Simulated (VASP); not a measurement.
# LaPt3 (Pm-3m) in VASP: a series of runs, part 2 of 2

VASP 6.6.1. Earlier steps stand in the parts before.

### 5 Single point, LDA

This run uses another cell than the first one, of 17.59 Å³/atom, 1.095 times its volume.

INCAR

```
  PREC = Accurate
  ENCUT = 520
  EDIFF = 1E-6
  ISMEAR = -1
  SIGMA = 0.15
  LREAL = F
  LASPH = T
  NELM = 100
  ALGO = Normal
  ISIF = 2
  LWAVE = F
  LCHARG = F
  NBANDS = 28
```

KPOINTS

```
Automatic mesh
0
Gamma
  6 6 6
```

POSCAR

```
LaPt3
1.0
    4.1281179909      0.0000000000      0.0000000000
    0.0000000000      4.1281179909      0.0000000000
    0.0000000000      0.0000000000      4.1281179909
La Pt
1 3
Direct
    0.0000000000      0.0000000000      0.0000000000
    0.0000000000      0.5000000000      0.5000000000
    0.5000000000      0.0000000000      0.5000000000
    0.5000000000      0.5000000000      0.0000000000
```

Potentials or basis: VASP PAW LDA potentials, release 64 (La, Pt).

On the command line:

```bash
$ cat potpaw_LDA.64/La/POTCAR potpaw_LDA.64/Pt/POTCAR > POTCAR
$ mpirun -np 1 vasp_std > vasp.out
```

OUTCAR:

```text
PREC = Accurate
   ENCUT = 520
   EDIFF = 1E-6
   ISMEAR = -1
   LREAL = F
   LASPH = T
   NELM = 100
   ISIF = 2

 ion  position               nearest neighbor table
   1  0.000  0.000  0.000-   2 2.92   3 2.92   4 2.92   2 2.92   3 2.92   2 2.92   4 2.92   2 2.92
                             3 2.92   4 2.92   3 2.92   4 2.92
   2  0.000  0.500  0.500-   1 2.92   3 2.92   4 2.92   1 2.92   4 2.92   1 2.92   3 2.92   1 2.92
                             3 2.92   4 2.92   4 2.92   3 2.92
   3  0.500  0.000  0.500-   1 2.92   2 2.92   4 2.92   1 2.92   4 2.92   2 2.92   4 2.92   4 2.92
                             1 2.92   2 2.92   1 2.92   2 2.92
   4  0.500  0.500  0.000-   1 2.92   2 2.92   3 2.92   2 2.92   3 2.92   1 2.92   3 2.92   3 2.92
                             1 2.92   2 2.92   2 2.92   1 2.92

  LATTYP: Found a simple cubic cell.
 ALAT       =     4.1281179909

  Lattice vectors:

 A1 = (   4.1281179909,   0.0000000000,   0.0000000000)
 A2 = (   0.0000000000,   4.1281179909,   0.0000000000)
 A3 = (   0.0000000000,   0.0000000000,   4.1281179909)

Analysis of symmetry for initial positions (statically):
=====================================================================
 Subroutine PRICEL returns:
 Original cell was already a primitive cell.

 Routine SETGRP: Setting up the symmetry group for a
 simple cubic supercell.

 Subroutine GETGRP returns: Found 48 space group operations
 (whereof 48 operations were pure point group operations)
 out of a pool of 48 trial point group operations.

The static configuration has the point symmetry O_h .

Analysis of symmetry for dynamics (positions and initial velocities):
=====================================================================
 Subroutine PRICEL returns:
 Original cell was already a primitive cell.

 Routine SETGRP: Setting up the symmetry group for a
 simple cubic supercell.

 Subroutine GETGRP returns: Found 48 space group operations
 (whereof 48 operations were pure point group operations)
[... 119 lines left out ...]
   IMIX   =      4    mixing-type and parameters
     AMIX     =   0.40;   BMIX     =  1.00
     AMIX_MAG =   1.60;   BMIX_MAG =  1.00
  volume/ion in A,a.u.               =      17.59       118.68
  Fermi-wavevector in a.u.,A,eV,Ry     =   1.367469  2.584141 25.442490  1.869970
  Thomas-Fermi vector in A             =   2.493518
   LORBIT       =      0    0 simple, 1 ext, 2 COOP (PROOUT), +10 PAW based schemes
   GGA     = CA    functional components
   LHFCALC =     F    Hartree Fock is set to
   AEXX    =    0.0000 exact exchange contribution
   IVDW    =     0    specifies the selected vdW correction
   LEPSILON=     F    determine dielectric tensor
   LRPA    =     F    only Hartree local field effects (RPA)
 non-spin polarized calculation
  energy-cutoff  :      520.00
  volume of cell :       70.35
 maximum number of plane-waves:      1924
 NGX is ok and might be reduce to    32
   NGX = 15   NGY = 15   NGZ = 15

 number of electron      40.9999994 magnetization

 Free energy of the ion-electron system (eV)
  ---------------------------------------------------
  ext. energy  EPLUGINS =         0.00000000
  ---------------------------------------------------
  free energy    TOTEN  =       -31.51217688 eV

  energy without entropy =      -31.36536613  energy(sigma->0) =      -31.43877150

 E-fermi :  10.7962     XC(G=0): -12.8969

 val. band max:       10.7032067667   @ k =   0.1667   0.1667   0.0000
 cond. band min:      10.8080902806   @ k =   0.1667   0.1667   0.1667
 fundamental gap:      0.1048835140
 Fermi energy:        10.7962250646

 k-point     1 :       0.0000    0.0000    0.0000
  band No.  band energies     occupation
      1     -20.0559      2.00000
      2      -3.9958      2.00000
      3      -3.9958      2.00000
      4      -3.9958      2.00000
      5       3.1354      2.00000
      6       4.9243      2.00000
[... 609 lines left out ...]
     27      14.6878      0.00000
     28      14.6878      0.00000

------------------------ aborting loop because EDIFF is reached ----------------------------------------

  FORCE on cell =-STRESS in cart. coord.  units (eV):
  Direction    XX          YY          ZZ          XY          YZ          ZX
  --------------------------------------------------------------------------------------
  -------------------------------------------------------------------------------------
  Total        0.7566398      0.7566398      0.7566398      0.0000000      0.0000000     -0.0000000
  in kB       17.2323085     17.2323085     17.2323085      0.0000000      0.0000000     -0.0000000
  external PRESSURE =      17.2323085 kB  Pullay stress =       0.0000000 kB

 VOLUME and BASIS-vectors are now :
 -----------------------------------------------------------------------------
  energy-cutoff  :      520.00
  volume of cell :       70.35
      direct lattice vectors                 reciprocal lattice vectors
     4.128117991  0.000000000  0.000000000     0.242241138  0.000000000  0.000000000
     0.000000000  4.128117991  0.000000000     0.000000000  0.242241138  0.000000000
     0.000000000  0.000000000  4.128117991     0.000000000  0.000000000  0.242241138

 POSITION                                       TOTAL-FORCE (eV/Angst)
 -----------------------------------------------------------------------------------
      0.00000      0.00000      0.00000         0.000000      0.000000      0.000000
      0.00000      2.06406      2.06406         0.000000      0.000000      0.000000
      2.06406      0.00000      2.06406         0.000000      0.000000      0.000000
      2.06406      2.06406      0.00000         0.000000      0.000000      0.000000
 -----------------------------------------------------------------------------------
    total drift:                                0.000000     -0.000000     -0.000000

  FREE ENERGIE OF THE ION-ELECTRON SYSTEM (eV)
  ---------------------------------------------------
  free  energy   TOTEN  =       -31.5121768788 eV

  energy  without entropy=      -31.3653661286  energy(sigma->0) =      -31.43877150
```

OSZICAR:

```text
N       E                     dE             d eps       ncg     rms          rms(c)
DAV:   1     0.297469124136E+03    0.29747E+03   -0.17375E+04  1300   0.220E+03
DAV:   2     0.179333550234E+02   -0.27954E+03   -0.25834E+03  1304   0.356E+02
DAV:   3    -0.310546836088E+02   -0.48988E+02   -0.43826E+02  1668   0.125E+02
DAV:   4    -0.348248028102E+02   -0.37701E+01   -0.36906E+01  1940   0.398E+01
DAV:   5    -0.349887383012E+02   -0.16394E+00   -0.16213E+00  1700   0.563E+00    0.183E+01
DAV:   6    -0.322302259181E+02    0.27585E+01   -0.53507E+01  1992   0.719E+01    0.975E+00
DAV:   7    -0.316725773863E+02    0.55765E+00   -0.72166E+00  1708   0.280E+01    0.505E+00
DAV:   8    -0.315305401171E+02    0.14204E+00   -0.11804E+00  1844   0.976E+00    0.213E+00
DAV:   9    -0.315163730718E+02    0.14167E-01   -0.14176E-01  2036   0.229E+00    0.476E-01
DAV:  10    -0.315136314875E+02    0.27416E-02   -0.78197E-03  1748   0.861E-01    0.273E-01
DAV:  11    -0.315121396084E+02    0.14919E-02   -0.67573E-03  1876   0.994E-01    0.372E-02
DAV:  12    -0.315121821023E+02   -0.42494E-04   -0.44080E-04  1888   0.138E-01    0.174E-02
DAV:  13    -0.315121785179E+02    0.35844E-05   -0.33376E-05  1808   0.500E-02    0.108E-02
DAV:  14    -0.315121769414E+02    0.15765E-05   -0.48020E-06  1520   0.280E-02    0.239E-03
DAV:  15    -0.315121768788E+02    0.62574E-07   -0.10446E-06  1184   0.817E-03
   1 F= -.31512177E+02 E0= -.31438772E+02  d E =-.146811E+00
```

stdout:

```text
POSCAR found type information on POSCAR LaPt
 POSCAR found :  2 types and       4 ions
 scaLAPACK will be used
 LDA part: xc-table for (Slater(with rela. corr.)+CA(PZ))
 , standard interpolation
 POSCAR, INCAR and KPOINTS ok, starting setup
 FFT: planning ... GRIDC
 FFT: planning ... GRID_SOFT
 FFT: planning ... GRID
 WAVECAR not read
 entering main loop
```

Wall time 32 s (1 thread of Intel Xeon Platinum 8488C (Sapphire Rapids), shared host); peak memory 0.18 GiB.

What came out:

* Free energy: -31.5122 eV
* Pressure: 1.7 GPa

Caveat: spin-orbit coupling is left out, which moves the levels of the heavy elements.

### 6 Single point, LDA

This run uses another cell than the first one, of 18.09 Å³/atom, 1.126 times its volume.

INCAR

```
SYSTEM = LaPt3
ALGO = Normal
EDIFF = 1E-6
ENCUT = 520
ISIF = 2
ISMEAR = -1
LASPH = .TRUE.
LCHARG = .FALSE.
LREAL = .FALSE.
LWAVE = .FALSE.
NBANDS = 28
NELM = 60
PREC = Accurate
SIGMA = 0.15
```

KPOINTS

```
k-points
0
G
  6 6 6
  0 0 0
```

POSCAR

```
LaPt3
1.0
    4.1674357667      0.0000000000      0.0000000000
    0.0000000000      4.1674357667      0.0000000000
    0.0000000000      0.0000000000      4.1674357667
La Pt
1 3
Direct
    0.0000000000      0.0000000000      0.0000000000
    0.0000000000      0.5000000000      0.5000000000
    0.5000000000      0.0000000000      0.5000000000
    0.5000000000      0.5000000000      0.0000000000
```

Potentials or basis: VASP PAW LDA potentials, release 64 (La, Pt).

On the command line:

```bash
$ cat potpaw_LDA.64/La/POTCAR potpaw_LDA.64/Pt/POTCAR > POTCAR
$ mpirun -np 1 vasp_std > vasp.out
```

OUTCAR:

```text
SYSTEM = LaPt3
   EDIFF = 1E-6
   ENCUT = 520
   ISIF = 2
   ISMEAR = -1
   LASPH = .TRUE.
   LREAL = .FALSE.
   NELM = 60
   PREC = Accurate

 ion  position               nearest neighbor table
   1  0.000  0.000  0.000-   2 2.95   3 2.95   4 2.95   2 2.95   3 2.95   2 2.95   4 2.95   2 2.95
                             3 2.95   4 2.95   3 2.95   4 2.95
   2  0.000  0.500  0.500-   1 2.95   3 2.95   4 2.95   1 2.95   4 2.95   1 2.95   3 2.95   1 2.95
                             3 2.95   4 2.95   4 2.95   3 2.95
   3  0.500  0.000  0.500-   1 2.95   2 2.95   4 2.95   1 2.95   4 2.95   2 2.95   4 2.95   4 2.95
                             1 2.95   2 2.95   1 2.95   2 2.95
   4  0.500  0.500  0.000-   1 2.95   2 2.95   3 2.95   2 2.95   3 2.95   1 2.95   3 2.95   3 2.95
[... 817 lines left out ...]
  Total       -1.5195475     -1.5195475     -1.5195475      0.0000000      0.0000000     -0.0000000
  in kB      -33.6370679    -33.6370679    -33.6370679      0.0000000      0.0000000     -0.0000000
  external PRESSURE =     -33.6370679 kB  Pullay stress =       0.0000000 kB

 VOLUME and BASIS-vectors are now :
 -----------------------------------------------------------------------------
  energy-cutoff  :      520.00
  volume of cell :       72.38
      direct lattice vectors                 reciprocal lattice vectors
     4.167435767  0.000000000  0.000000000     0.239955708  0.000000000  0.000000000
     0.000000000  4.167435767  0.000000000     0.000000000  0.239955708  0.000000000
     0.000000000  0.000000000  4.167435767     0.000000000  0.000000000  0.239955708

 POSITION                                       TOTAL-FORCE (eV/Angst)
 -----------------------------------------------------------------------------------
      0.00000      0.00000      0.00000         0.000000      0.000000      0.000000
      0.00000      2.08372      2.08372         0.000000      0.000000      0.000000
      2.08372      0.00000      2.08372         0.000000      0.000000      0.000000
      2.08372      2.08372      0.00000         0.000000      0.000000      0.000000
 -----------------------------------------------------------------------------------
    total drift:                                0.000000     -0.000000     -0.000000

  FREE ENERGIE OF THE ION-ELECTRON SYSTEM (eV)
  ---------------------------------------------------
  free  energy   TOTEN  =       -31.5020791520 eV

  energy  without entropy=      -31.3499781591  energy(sigma->0) =      -31.42602866
```

OSZICAR:

```text
N       E                     dE             d eps       ncg     rms          rms(c)
DAV:   1     0.302849013722E+03    0.30285E+03   -0.17490E+04  1272   0.220E+03
DAV:   2     0.189920196643E+02   -0.28386E+03   -0.26347E+03  1252   0.354E+02
DAV:   3    -0.306080798214E+02   -0.49600E+02   -0.44097E+02  1624   0.126E+02
DAV:   4    -0.347204214253E+02   -0.41123E+01   -0.39621E+01  2012   0.393E+01
DAV:   5    -0.348472082148E+02   -0.12679E+00   -0.12583E+00  1624   0.517E+00    0.172E+01
DAV:   6    -0.322401107284E+02    0.26071E+01   -0.52599E+01  2004   0.689E+01    0.930E+00
DAV:   7    -0.316526119869E+02    0.58750E+00   -0.69262E+00  1696   0.270E+01    0.461E+00
DAV:   8    -0.315182578478E+02    0.13435E+00   -0.10596E+00  1868   0.901E+00    0.202E+00
DAV:   9    -0.315059363085E+02    0.12322E-01   -0.13114E-01  2028   0.229E+00    0.448E-01
DAV:  10    -0.315034264923E+02    0.25098E-02   -0.67841E-03  1696   0.809E-01    0.257E-01
DAV:  11    -0.315020447932E+02    0.13817E-02   -0.70080E-03  1860   0.992E-01    0.316E-02
DAV:  12    -0.315020844263E+02   -0.39633E-04   -0.37793E-04  1696   0.117E-01    0.158E-02
DAV:  13    -0.315020801198E+02    0.43065E-05   -0.33686E-05  1884   0.551E-02    0.894E-03
DAV:  14    -0.315020791520E+02    0.96782E-06   -0.26540E-06  1464   0.201E-02
   1 F= -.31502079E+02 E0= -.31426029E+02  d E =-.152101E+00
```

Run time: 29 s. Hardware: 1 thread of Intel Xeon Platinum 8488C (Sapphire Rapids), shared host; peak memory 0.18 GiB.

What came out:

```yaml
Free_energy: -31.5021 eV
Pressure: -3.4 GPa
```

Caveat: spin-orbit coupling is left out, which moves the levels of the heavy elements.

### 7 The runs side by side

| cell | gap on the mesh (eV) | pressure (GPa) |
| --- | --- | --- |
| a = 4.005 Å, 4 atoms | none | 23.6 |
| a = 4.047 Å, 4 atoms | none | 15.0 |
| a = 4.088 Å, 4 atoms | none | 7.8 |
| a = 4.128 Å, 4 atoms | none | 1.7 |
| a = 4.167 Å, 4 atoms | none | -3.4 |

Alike in all rows: task single point; level LDA; potentials or basis VASP PAW LDA potentials, release 64 (La, Pt); no spin polarisation; k mesh 6 × 6 × 6; cutoff (eV) 520; smearing fermi-dirac 0.15 eV.

Caveats: spin-orbit coupling is left out, which moves the levels of the heavy elements.

Absolute energies hang on the potentials; compare differences alone.
